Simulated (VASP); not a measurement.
Runs of VASP 6.6.1 on Hf. The structure is that of space group Fm-3m (No. 225), or close to it. The cells are those of the table. This isn't the form of Hf at room conditions, which is hcp.

| task | level | spin | cell | k mesh | cutoff (eV) | smearing | grid for exact exchange (PRECFOCK) | share of exact exchange | screening parameter | gap on the mesh (eV) | pressure (GPa) | relaxed volume (Å³/atom) |
| --- | --- | --- | --- | --- | --- | --- | --- | --- | --- | --- | --- | --- |
| relaxation of cell and atoms | B3LYP | off | relaxed from a = 3.140 Å, angles 60.0°, 1 atom | 5 × 5 × 5 | 600 | fermi-dirac 0.05 eV | Normal | 0.2 | - | none | 0.0 | 22.76 |
| single point | PBE0 | off | a = 3.097 Å, angles 60.0°, 1 atom | 6 × 6 × 6 | 520 | fermi-dirac 0.05 eV | Normal | 0.25 | - | none | (a) | - |
| single point | BLYP | non-collinear, zero start, SOC | a = 3.140 Å, angles 60.0°, 1 atom | 10 × 10 × 10 | 500 | methfessel-paxton 0.1 eV | - | - | - | - | (c) | - |
| single point | PBEsol | off | a = 3.126, b = 3.094, c = 3.103 Å, angles 62.1, 61.1, 60.9°, 1 atom | 10 × 10 × 10 | 520 | fermi-dirac 0.05 eV | - | - | - | none | (b) | - |
| single point | PBE0 | off | a = 3.075 Å, angles 60.0°, 1 atom | 6 × 6 × 6 | 520 | fermi-dirac 0.05 eV | Normal | 0.25 | - | none | 9.9 | - |
| single point | PBEsol+D4 | off | a = 3.140 Å, angles 60.0°, 1 atom | 10 × 10 × 10 | 500 | methfessel-paxton 0.05 eV | - | - | - | none | -3.1 | - |
| relaxation of cell and atoms | HSE06 | off | relaxed from a = 3.140 Å, angles 60.0°, 1 atom | 5 × 5 × 5 | 600 | fermi-dirac 0.05 eV | Normal | 0.25 | 0.2079 1/Å | none | 0.0 | 22.30 |
| relaxation of cell and atoms | PBEsol-based global hybrid with 25 % exact exchange | off | relaxed from a = 3.140 Å, angles 60.0°, 1 atom | 5 × 5 × 5 | 600 | fermi-dirac 0.05 eV | Normal | 0.25 | - | none | 0.0 | 21.62 |

Alike in all rows: potentials or basis VASP PAW PBE potentials, release 64 (Hf_pv).

**Question.** Fill in the values left out.

**Answer.** (a) 6.9; (b) -2.0; (c) 5.8.

Caveats: some runs use coarse meshes; the PAW data sets were made with another functional, which shifts forces and pressure a little; spin-orbit coupling is left out, which moves the levels of the heavy elements (at least some runs); the cell stands under pressure (at least some runs); the cell stands under tension (at least some runs).

A k mesh can miss the band edges, and rows without SOC leave out spin-orbit coupling on Hf.

A gap of «none» marks levels without a gap at the run's occupations.
